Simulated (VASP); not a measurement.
# In in VASP: single point with LDA

Aim: the single point of In with LDA.

All numbers are computed with VASP 6.6.1; they aren't measurements. Logs are shortened: lines on timing, memory, paths and dates and some standing lists are left out, and cuts for length are marked.

**1. The cell of the first run**

The typed cell holds 1 atom: a = 3.266 Å, b = 3.266 Å, c = 3.266 Å, α = 120.01°, β = 120.01°, γ = 89.98°.

**2. Single point, LDA**

The input, INCAR:

```
ALGO     = Fast           # electronic algorithm
EDIFF    = 1E-7           # SCF threshold, eV
ENCUT    = 520            # plane-wave cutoff, eV
GGA      = CA             # functional
ISIF     = 2              # what is computed and relaxed
ISMEAR   = 0              # smearing method
LASPH    = T              # aspherical terms in the spheres
LCHARG   = F              # write CHGCAR
LREAL    = F              # projectors in reciprocal space
LWAVE    = F              # write WAVECAR
NBANDS   = 12             # bands
NELM     = 100            # most SCF steps
PREC     = Accurate       # precision mode
SIGMA    = 0.1            # smearing width, eV
```

The input, KPOINTS:

```
k-points
0
Gamma
  18 18 18
```

The input, POSCAR:

```
In
1.0
   -1.6329805119      1.6329805119      2.3100027513
    1.6329805119     -1.6329805119      2.3100027513
    1.6329805119      1.6329805119     -2.3100027513
In
1
Direct
    0.0000000000      0.0000000000      0.0000000000
```

Potentials or basis: VASP PAW LDA potentials, release 64 (In_d).

Launch:

```bash
cat potpaw_LDA.64/In_d/POTCAR > POTCAR
mpirun -np 1 vasp_std > vasp.out
```

OUTCAR:

```text
EDIFF = 1E-7
   ENCUT = 520
   GGA = CA
   ISIF = 2
   ISMEAR = 0
   LASPH = T
   LREAL = F
   NELM = 100
   PREC = Accurate

 ion  position               nearest neighbor table
   1  0.000  0.000  0.000-

  LATTYP: Found a body centered tetragonal cell.
 ALAT       =     3.2659610238
 C/A-ratio  =     1.4145929694

  Lattice vectors:

 A1 = (  -1.6329805119,   1.6329805119,   2.3100027513)
 A2 = (   1.6329805119,  -1.6329805119,   2.3100027513)
 A3 = (   1.6329805119,   1.6329805119,  -2.3100027513)

Analysis of symmetry for initial positions (statically):
=====================================================================
 Subroutine PRICEL returns:
 Original cell was already a primitive cell.

 Routine SETGRP: Setting up the symmetry group for a
 body centered tetragonal supercell.

 Subroutine GETGRP returns: Found 16 space group operations
 (whereof 16 operations were pure point group operations)
 out of a pool of 16 trial point group operations.

The static configuration has the point symmetry D_4h.

Analysis of symmetry for dynamics (positions and initial velocities):
=====================================================================
 Subroutine PRICEL returns:
 Original cell was already a primitive cell.

 Routine SETGRP: Setting up the symmetry group for a
 body centered tetragonal supercell.

 Subroutine GETGRP returns: Found 16 space group operations
 (whereof 16 operations were pure point group operations)
 out of a pool of 16 trial point group operations.

The dynamic configuration has the point symmetry D_4h.

 Subroutine INISYM returns: Found 16 space group operations
 (whereof 16 operations are pure point group operations),
 and found     1 'primitive' translations

----------------------------------------------------------------------------------------

                                     Primitive cell

  volume of cell :      24.6396

  direct lattice vectors                    reciprocal lattice vectors
    -1.632980512  1.632980512  2.310002751     0.000000000  0.306188590  0.216449959
     1.632980512 -1.632980512  2.310002751     0.306188590  0.000000000  0.216449959
     1.632980512  1.632980512 -2.310002751     0.306188590  0.306188590  0.000000000

  length of vectors
     3.266399151  3.266399151  3.266399151     0.374969382  0.374969382  0.433016056

  position of ions in fractional coordinates (direct lattice)
     0.000000000  0.000000000  0.000000000

  ion indices of the primitive-cell ions
   primitive index   ion index
                 1           1

[... 78 lines left out ...]
   ISYM   =      2    0-nonsym 1-usesym 2-fastsym
   POTIM  = 0.5000    time-step for ionic-motion
   TEBEG  =    0.0;   TEEND  =   0.0 temperature during run
   PSTRESS=    0.0 pullay stress
   NELECT =      13.0000    total number of electrons
   NUPDOWN=      -1.0000    fix difference up-down
   EMIN   =  10.00;   EMAX   =-10.00  energy-range for DOS
   EFERMI =   0.00;   METHOD = LEGACY
   ISMEAR =     0;   SIGMA  =   0.10  broadening in eV -4-tet -1-fermi 0-gaus
   EFERMI_NEDOS =   21; number of points for ismear=-14 and -15
   IALGO  =     68    algorithm
   IMIX   =      4    mixing-type and parameters
     AMIX     =   0.40;   BMIX     =  1.00
     AMIX_MAG =   1.60;   BMIX_MAG =  1.00
  volume/ion in A,a.u.               =      24.64       166.28
  Fermi-wavevector in a.u.,A,eV,Ry     =   1.322852  2.499827 23.809329  1.749936
  Thomas-Fermi vector in A             =   2.452502
   LORBIT       =      0    0 simple, 1 ext, 2 COOP (PROOUT), +10 PAW based schemes
   GGA     = CA    functional components
   LHFCALC =     F    Hartree Fock is set to
   AEXX    =    0.0000 exact exchange contribution
   IVDW    =     0    specifies the selected vdW correction
   LEPSILON=     F    determine dielectric tensor
   LRPA    =     F    only Hartree local field effects (RPA)
 non-spin polarized calculation
 RMM-DIIS sequential band-by-band and
 Gauss-broadening in eV      SIGMA  =   0.10
  energy-cutoff  :      520.00
  volume of cell :       24.64
 maximum number of plane-waves:       680
   NGX = 13   NGY = 13   NGZ = 13

 number of electron      13.0000007 magnetization

 Free energy of the ion-electron system (eV)
  ---------------------------------------------------
  ext. energy  EPLUGINS =         0.00000000
  ---------------------------------------------------
  free energy    TOTEN  =        -3.21875382 eV

  energy without entropy =       -3.21652873  energy(sigma->0) =       -3.21764128

 E-fermi :   7.9376     XC(G=0): -10.8154

 val. band max:        7.9220429787   @ k =   0.2222   0.2222   0.2222
 cond. band min:       7.9434869123   @ k =  -0.3333   0.4444   0.1111
 fundamental gap:      0.0214439336
 Fermi energy:         7.9375540372

 k-point     1 :       0.0000    0.0000    0.0000
  band No.  band energies     occupation
      1      -6.6984      2.00000
      2      -6.6980      2.00000
      3      -6.6980      2.00000
      4      -6.4925      2.00000
      5      -6.4921      2.00000
      6      -2.0686      2.00000
      7      18.9247      0.00000
      8      18.9247      0.00000
      9      18.9254      0.00000
     10      19.6652      0.00000
     11      22.4818      0.00000
     12      22.4820      0.00000
[... 331 lines left out ...]
 k-point    24 :      -0.2222    0.0556    0.0000
  band No.  band energies     occupation
      1      -6.7267      2.00000
      2      -6.6438      2.00000
      3      -6.6366      2.00000
      4      -6.5030      2.00000
      5      -6.4513      2.00000
      6      -1.0394      2.00000
      7      12.8336      0.00000
      8      16.8975      0.00000
      9      17.8859      0.00000
     10      19.8375      0.00000
     11      21.6601      0.00000
     12      23.3759      0.00000

 [... further k-points ...]
[... 5 lines left out ...]
  --------------------------------------------------------------------------------------
  -------------------------------------------------------------------------------------
  Total        0.0102174      0.0102174      0.0099500      0.0000000      0.0000000      0.0000000
  in kB        0.6643799      0.6643799      0.6469914      0.0000000      0.0000000      0.0000000
  external PRESSURE =       0.6585838 kB  Pullay stress =       0.0000000 kB

 VOLUME and BASIS-vectors are now :
 -----------------------------------------------------------------------------
  energy-cutoff  :      520.00
  volume of cell :       24.64
      direct lattice vectors                 reciprocal lattice vectors
    -1.632980512  1.632980512  2.310002751     0.000000000  0.306188590  0.216449959
     1.632980512 -1.632980512  2.310002751     0.306188590  0.000000000  0.216449959
     1.632980512  1.632980512 -2.310002751     0.306188590  0.306188590  0.000000000

 POSITION                                       TOTAL-FORCE (eV/Angst)
 -----------------------------------------------------------------------------------
      0.00000      0.00000      0.00000         0.000000     -0.000000     -0.000000
 -----------------------------------------------------------------------------------
    total drift:                               -0.000000      0.000000      0.000000

  FREE ENERGIE OF THE ION-ELECTRON SYSTEM (eV)
  ---------------------------------------------------
  free  energy   TOTEN  =        -3.2187538236 eV

  energy  without entropy=       -3.2165287286  energy(sigma->0) =       -3.21764128
```

OSZICAR:

```text
N       E                     dE             d eps       ncg     rms          rms(c)
DAV:   1     0.779139510836E+02    0.77914E+02   -0.62642E+03 11704   0.140E+03
DAV:   2     0.524018640160E+00   -0.77390E+02   -0.75306E+02 11960   0.293E+02
DAV:   3    -0.317106761468E+01   -0.36951E+01   -0.36815E+01 13852   0.646E+01
DAV:   4    -0.325385347293E+01   -0.82786E-01   -0.82759E-01 14360   0.954E+00
DAV:   5    -0.325768412722E+01   -0.38307E-02   -0.38305E-02 16088   0.185E+00    0.271E+00
RMM:   6    -0.322656700550E+01    0.31117E-01   -0.34284E-02 14172   0.290E+00    0.143E+00
RMM:   7    -0.321924283127E+01    0.73242E-02   -0.12966E-02 13722   0.139E+00    0.291E-01
RMM:   8    -0.321869823600E+01    0.54460E-03   -0.20445E-03 16990   0.684E-01    0.970E-02
RMM:   9    -0.321874647264E+01   -0.48237E-04   -0.62869E-04 17917   0.233E-01    0.334E-02
RMM:  10    -0.321874768034E+01   -0.12077E-05   -0.14490E-04 16020   0.210E-01    0.126E-02
RMM:  11    -0.321875287806E+01   -0.51977E-05   -0.65146E-05 18760   0.811E-02    0.227E-02
RMM:  12    -0.321875360160E+01   -0.72354E-06   -0.14219E-05 18173   0.430E-02    0.689E-03
RMM:  13    -0.321875379810E+01   -0.19650E-06   -0.33286E-06 17266   0.171E-02    0.546E-03
RMM:  14    -0.321875382363E+01   -0.25532E-07   -0.44533E-07 10401   0.627E-03
   1 F= -.32187538E+01 E0= -.32176413E+01  d E =-.222509E-02
```

It took 36 s on 1 thread of Intel Xeon 6975P-C (Granite Rapids), shared host; peak memory 0.23 GiB.

What came out:

```yaml
Free_energy: -3.2188 eV
Pressure: 0.1 GPa
```

Caveat: spin-orbit coupling is left out, which moves the levels of the heavy elements.
